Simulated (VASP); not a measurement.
# Zr8C in VASP: further runs

Zr8C is run at these levels: PBE; tasks: single point.

All numbers are computed with VASP 6.6.1; they aren't measurements. Logs are shortened: lines on timing, memory, paths and dates and some standing lists are left out, and cuts for length are marked.

### Step 1. The cell of the first run

The cell holds a slab with vacuum, 9 atoms: a = 6.466 Å, b = 5.169 Å, c = 18.977 Å, α = 90.00°, β = 90.00°, γ = 90.00°.

### Step 2. Single point, PBE

INCAR reads:

```
PREC     = Accurate       # precision mode
ENCUT    = 520            # plane-wave cutoff, eV
EDIFF    = 1E-7           # SCF threshold, eV
ISMEAR   = 0              # smearing method
SIGMA    = 0.1            # smearing width, eV
LREAL    = F              # projectors in reciprocal space
LASPH    = T              # aspherical terms in the spheres
NELM     = 80             # most SCF steps
ALGO     = Normal         # electronic algorithm
ISIF     = 2              # what is computed and relaxed
LWAVE    = F              # write WAVECAR
LCHARG   = T              # write CHGCAR
LDIPOL   = T            
IDIPOL   = 3            
DIPOL    = 0.5 0.5 0.318
GGA      = PE             # functional
LELF     = T              # ELF
LVHAR    = T            
LVACPOTAV= T            
NBANDS   = 60             # bands
```

KPOINTS reads:

```
regular mesh
0
Gamma
  4 5 1
```

POSCAR reads:

```
Zr8C
1.0
    6.4655797184      0.0000000000      0.0000000000
    0.0000000000      5.1691196971      0.0000000000
    0.0000000000      0.0000000000     18.9770873264
Zr C
8 1
Direct
    0.0000000000      0.7500000000      0.2107805024
    0.5000000000      0.7500000000      0.2107805024
    0.2500000000      0.2500000000      0.2599569661
    0.7500000000      0.2500000000      0.2599569661
    0.2500000000      0.7500000000      0.3477072663
    0.7500000000      0.7500000000      0.3477072663
    0.0000000000      0.2500000000      0.3940060557
    0.5000000000      0.2500000000      0.3940060557
    0.1250000000      0.7500000000      0.4406047385
```

Potentials or basis: VASP PAW PBE potentials, release 64 (Zr_sv, C).

On the command line:

```sh
> cat potpaw_PBE.64/Zr_sv/POTCAR potpaw_PBE.64/C/POTCAR > POTCAR
> mpirun -np 1 vasp_std > vasp.out
```

OUTCAR:

```text
PREC = Accurate
   ENCUT = 520
   EDIFF = 1E-7
   ISMEAR = 0
   LREAL = F
   LASPH = T
   NELM = 80
   ISIF = 2
   GGA = PE

 ion  position               nearest neighbor table
   1  0.000  0.750  0.211-   5 3.06   6 3.06   3 3.19   4 3.19   3 3.19   4 3.19   2 3.23   2 3.23

   2  0.500  0.750  0.211-   5 3.06   6 3.06   3 3.19   4 3.19   3 3.19   4 3.19   1 3.23   1 3.23

   3  0.250  0.250  0.260-   7 3.01   8 3.01   5 3.07   5 3.07   1 3.19   1 3.19   2 3.19   2 3.19
                             4 3.23   4 3.23
   4  0.750  0.250  0.260-   7 3.01   8 3.01   6 3.07   6 3.07   1 3.19   1 3.19   2 3.19   2 3.19
                             3 3.23   3 3.23
   5  0.250  0.750  0.348-   9 1.94   2 3.06   1 3.06   3 3.07   3 3.07   7 3.17   8 3.17   7 3.17
                             8 3.17   6 3.23   6 3.23
   6  0.750  0.750  0.348-   1 3.06   2 3.06   4 3.07   4 3.07   8 3.17   7 3.17   7 3.17   8 3.17
                             5 3.23   5 3.23
   7  0.000  0.250  0.394-   9 2.85   9 2.85   3 3.01   4 3.01   5 3.17   5 3.17   6 3.17   6 3.17
                             8 3.23   8 3.23
   8  0.500  0.250  0.394-   3 3.01   4 3.01   5 3.17   6 3.17   5 3.17   6 3.17   7 3.23   7 3.23

   9  0.125  0.750  0.441-   5 1.94   7 2.85   7 2.85

  LATTYP: Found a simple orthorhombic cell.
 ALAT       =     5.1691196971
 B/A-ratio  =     1.2508086671
 C/A-ratio  =     3.6712416114

  Lattice vectors:

 A1 = (   0.0000000000,  -5.1691196971,   0.0000000000)
 A2 = (   6.4655797184,   0.0000000000,   0.0000000000)
 A3 = (   0.0000000000,   0.0000000000,  18.9770873264)

Analysis of symmetry for initial positions (statically):
=====================================================================
 Subroutine PRICEL returns:
 Original cell was already a primitive cell.

 Routine SETGRP: Setting up the symmetry group for a
 simple orthorhombic supercell.

 Subroutine GETGRP returns: Found  2 space group operations
 (whereof  1 operations were pure point group operations)
 out of a pool of  8 trial point group operations.

The static configuration has the point symmetry C_1 .
 The point group associated with its full space group is C_1h.

Analysis of symmetry for dynamics (positions and initial velocities):
=====================================================================
 Subroutine PRICEL returns:
 Original cell was already a primitive cell.

 Routine SETGRP: Setting up the symmetry group for a
 simple orthorhombic supercell.

 Subroutine GETGRP returns: Found  2 space group operations
 (whereof  1 operations were pure point group operations)
 out of a pool of  8 trial point group operations.

The dynamic configuration has the point symmetry C_1 .
 The point group associated with its full space group is C_1h.
[... 113 lines left out ...]
   EFERMI_NEDOS =   21; number of points for ismear=-14 and -15
   IALGO  =     38    algorithm
   IMIX   =      4    mixing-type and parameters
     AMIX     =   0.40;   BMIX     =  1.00
     AMIX_MAG =   1.60;   BMIX_MAG =  1.00
  volume/ion in A,a.u.               =      70.47       475.56
  Fermi-wavevector in a.u.,A,eV,Ry     =   0.884417  1.671305 10.642382  0.782193
  Thomas-Fermi vector in A             =   2.005314
   LORBIT       =      0    0 simple, 1 ext, 2 COOP (PROOUT), +10 PAW based schemes
   GGA     = PE    functional components
   LHFCALC =     F    Hartree Fock is set to
   AEXX    =    0.0000 exact exchange contribution
   IVDW    =     0    specifies the selected vdW correction
   LEPSILON=     F    determine dielectric tensor
   LRPA    =     F    only Hartree local field effects (RPA)
 non-spin polarized calculation
 Gauss-broadening in eV      SIGMA  =   0.10
  energy-cutoff  :      520.00
  volume of cell :      634.24
 maximum number of plane-waves:     17106
   NGX = 25   NGY = 19   NGZ = 71

 dipolmoment           0.000000      0.000000     -0.935434 electrons x Angstroem

 number of electron      99.9999999 magnetization

 number of electron     100.0000000 magnetization

 dipolmoment           0.000000      0.000000      0.113323 electrons x Angstroem

 Free energy of the ion-electron system (eV)
  ---------------------------------------------------
  ext. energy  EPLUGINS =         0.00000000
  ---------------------------------------------------
  free energy    TOTEN  =       -68.41078949 eV

  energy without entropy =      -68.34029067  energy(sigma->0) =      -68.37554008

 E-fermi :   0.0190     XC(G=0):  -4.3799

 val. band max:       -0.0383932569   @ k =   0.5000   0.4000   0.0000
 cond. band min:       0.0203647395   @ k =   0.2500   0.4000   0.0000
 fundamental gap:      0.0587579963
 Fermi energy:         0.0190154739

 k-point     1 :       0.0000    0.0000    0.0000
  band No.  band energies     occupation
      1     -49.2077      2.00000
      2     -49.1035      2.00000
      3     -49.0847      2.00000
      4     -49.0373      2.00000
      5     -48.6756      2.00000
      6     -48.5755      2.00000
[... 556 lines left out ...]
     59       0.7729      0.00000
     60       0.8423      0.00000

------------------------ aborting loop because EDIFF is reached ----------------------------------------

  FORCE on cell =-STRESS in cart. coord.  units (eV):
  Direction    XX          YY          ZZ          XY          YZ          ZX
  --------------------------------------------------------------------------------------
  -------------------------------------------------------------------------------------
  Total       -5.3348816     -3.7905840      2.5475864      0.0000000      0.0000000     -2.5262659
  in kB      -13.4766439     -9.5755360      6.4355534      0.0000000      0.0000000     -6.3816949
  external PRESSURE =      -5.5388755 kB  Pullay stress =       0.0000000 kB

 VOLUME and BASIS-vectors are now :
 -----------------------------------------------------------------------------
  energy-cutoff  :      520.00
  volume of cell :      634.24
      direct lattice vectors                 reciprocal lattice vectors
     6.465579718  0.000000000  0.000000000     0.154665172  0.000000000  0.000000000
     0.000000000  5.169119697  0.000000000     0.000000000  0.193456538  0.000000000
     0.000000000  0.000000000 18.977087326     0.000000000  0.000000000  0.052695126

 POSITION                                       TOTAL-FORCE (eV/Angst)
 -----------------------------------------------------------------------------------
      0.00000      3.87684      4.00000        -0.198909      0.000000     -0.056591
      3.23279      3.87684      4.00000        -0.103658      0.000000     -0.098927
      1.61639      1.29228      4.93323         0.043344      0.000000     -0.404790
      4.84918      1.29228      4.93323        -0.245261      0.000000     -0.157505
      1.61639      3.87684      6.59847         1.716060      0.000000     -1.117193
      4.84918      3.87684      6.59847         0.548261      0.000000      0.421458
      0.00000      1.29228      7.47709         0.387008      0.000000      1.209527
      3.23279      1.29228      7.47709         0.231070      0.000000      0.152091
      0.80820      3.87684      8.36139        -2.377915      0.000000      0.051931
 -----------------------------------------------------------------------------------
    total drift:                               -0.000005     -0.000000     -0.000102

  FREE ENERGIE OF THE ION-ELECTRON SYSTEM (eV)
  ---------------------------------------------------
  free  energy   TOTEN  =       -68.4107894866 eV

  energy  without entropy=      -68.3402906733  energy(sigma->0) =      -68.37554008

 vacuum level on the upper side and lower side of the slab         4.337         3.723
```

stdout:

```text
POSCAR found type information on POSCAR ZrC
 POSCAR found :  2 types and       9 ions
 scaLAPACK will be used
 LDA part: xc-table for (Slater+PW92), standard interpolation
 POSCAR, INCAR and KPOINTS ok, starting setup
 FFT: planning ... GRIDC
 FFT: planning ... GRID_SOFT
 FFT: planning ... GRID
 WAVECAR not read
 entering main loop
 -----------------------------------------------------------------------------
|                                                                             |
|           W    W    AA    RRRRR   N    N  II  N    N   GGGG   !!!           |
|           W    W   A  A   R    R  NN   N  II  NN   N  G    G  !!!           |
|           W    W  A    A  R    R  N N  N  II  N N  N  G       !!!           |
|           W WW W  AAAAAA  RRRRR   N  N N  II  N  N N  G  GGG   !            |
|           WW  WW  A    A  R   R   N   NN  II  N   NN  G    G                |
|           W    W  A    A  R    R  N    N  II  N    N   GGGG   !!!           |
|                                                                             |
|     Did not find any points to average over, which means that no vacuum     |
|     field-free region was found. Please increase the size of  your cell     |
|     in the dimension of the dipole correction to obtain accurate            |
|     workfunction values.                                                    |
|                                                                             |
 -----------------------------------------------------------------------------
```

It took 21 min on 1 thread of Intel Xeon 8259CL, shared host; peak memory 0.71 GiB.

Results:

```
Free energy            : -68.4108 eV
Largest force          : 2.378 eV/Å
Band gap on the k mesh : zero (bands 50 and 51 overlap by 0.42 eV)
```

Forces on the atoms (eV/Å):
```
Zr  -0.199  0.000 -0.057
Zr  -0.104  0.000 -0.099
Zr   0.043  0.000 -0.405
Zr  -0.245  0.000 -0.158
Zr   1.716  0.000 -1.117
Zr   0.548  0.000  0.421
Zr   0.387  0.000  1.210
Zr   0.231  0.000  0.152
C   -2.378  0.000  0.052
```

### Step 3. Single point, PBE

INCAR is that of step 2.

KPOINTS is that of step 2.

POSCAR is that of step 2.

Potentials or basis: VASP PAW PBE potentials, release 64 (Zr_sv, C).

On the command line:

```sh
> cat potpaw_PBE.64/Zr_sv/POTCAR potpaw_PBE.64/C/POTCAR > POTCAR
> mpirun -np 1 vasp_std > vasp.out
```

OUTCAR:

```text
PREC = Accurate
   ENCUT = 520
   EDIFF = 1E-7
   ISMEAR = 0
   LREAL = F
   LASPH = T
   NELM = 80
   ISIF = 2
   GGA = PE

 ion  position               nearest neighbor table
   1  0.000  0.750  0.211-   5 3.06   6 3.06   3 3.19   4 3.19   3 3.19   4 3.19   2 3.23   2 3.23

   2  0.500  0.750  0.211-   5 3.06   6 3.06   3 3.19   4 3.19   3 3.19   4 3.19   1 3.23   1 3.23

   3  0.250  0.250  0.260-   7 3.01   8 3.01   5 3.07   5 3.07   1 3.19   1 3.19   2 3.19   2 3.19
                             4 3.23   4 3.23
   4  0.750  0.250  0.260-   7 3.01   8 3.01   6 3.07   6 3.07   1 3.19   1 3.19   2 3.19   2 3.19
                             3 3.23   3 3.23
   5  0.250  0.750  0.348-   9 1.94   2 3.06   1 3.06   3 3.07   3 3.07   7 3.17   8 3.17   7 3.17
                             8 3.17   6 3.23   6 3.23
   6  0.750  0.750  0.348-   1 3.06   2 3.06   4 3.07   4 3.07   8 3.17   7 3.17   7 3.17   8 3.17
                             5 3.23   5 3.23
   7  0.000  0.250  0.394-   9 2.85   9 2.85   3 3.01   4 3.01   5 3.17   5 3.17   6 3.17   6 3.17
                             8 3.23   8 3.23
   8  0.500  0.250  0.394-   3 3.01   4 3.01   5 3.17   6 3.17   5 3.17   6 3.17   7 3.23   7 3.23
[... 207 lines left out ...]
      5     -48.6756      2.00000
      6     -48.5755      2.00000
[... 556 lines left out ...]
     59       0.7729      0.00000
     60       0.8423      0.00000

------------------------ aborting loop because EDIFF is reached ----------------------------------------

  FORCE on cell =-STRESS in cart. coord.  units (eV):
  Direction    XX          YY          ZZ          XY          YZ          ZX
  --------------------------------------------------------------------------------------
  -------------------------------------------------------------------------------------
  Total       -5.3348816     -3.7905840      2.5475864      0.0000000      0.0000000     -2.5262659
  in kB      -13.4766439     -9.5755360      6.4355534      0.0000000      0.0000000     -6.3816949
  external PRESSURE =      -5.5388755 kB  Pullay stress =       0.0000000 kB

 VOLUME and BASIS-vectors are now :
 -----------------------------------------------------------------------------
  energy-cutoff  :      520.00
  volume of cell :      634.24
      direct lattice vectors                 reciprocal lattice vectors
     6.465579718  0.000000000  0.000000000     0.154665172  0.000000000  0.000000000
     0.000000000  5.169119697  0.000000000     0.000000000  0.193456538  0.000000000
     0.000000000  0.000000000 18.977087326     0.000000000  0.000000000  0.052695126

 POSITION                                       TOTAL-FORCE (eV/Angst)
 -----------------------------------------------------------------------------------
      0.00000      3.87684      4.00000        -0.198909      0.000000     -0.056591
      3.23279      3.87684      4.00000        -0.103658      0.000000     -0.098927
      1.61639      1.29228      4.93323         0.043344      0.000000     -0.404790
      4.84918      1.29228      4.93323        -0.245261      0.000000     -0.157505
      1.61639      3.87684      6.59847         1.716060      0.000000     -1.117193
      4.84918      3.87684      6.59847         0.548261      0.000000      0.421458
      0.00000      1.29228      7.47709         0.387008      0.000000      1.209527
      3.23279      1.29228      7.47709         0.231070      0.000000      0.152091
      0.80820      3.87684      8.36139        -2.377915      0.000000      0.051931
 -----------------------------------------------------------------------------------
    total drift:                               -0.000005     -0.000000     -0.000102

  FREE ENERGIE OF THE ION-ELECTRON SYSTEM (eV)
  ---------------------------------------------------
  free  energy   TOTEN  =       -68.4107894866 eV

  energy  without entropy=      -68.3402906733  energy(sigma->0) =      -68.37554008

 vacuum level on the upper side and lower side of the slab         4.337         3.723
```

It took 11 min on 1 thread of Intel Xeon Platinum 8559C (Emerald Rapids), shared host; peak memory 0.68 GiB.

Results:

```
Free energy            : -68.4108 eV
Largest force          : 2.378 eV/Å
Band gap on the k mesh : zero (bands 50 and 51 overlap by 0.42 eV)
```

Forces in eV/Å, atoms in the order of the input:
```
Zr  -0.199  0.000 -0.057
Zr  -0.104  0.000 -0.099
Zr   0.043  0.000 -0.405
Zr  -0.245  0.000 -0.158
Zr   1.716  0.000 -1.117
Zr   0.548  0.000  0.421
Zr   0.387  0.000  1.210
Zr   0.231  0.000  0.152
C   -2.378  0.000  0.052
```

(Part 1 of 2 ends here.)

The gap in the log of VASP goes by the Fermi energy; the results here count the filled bands.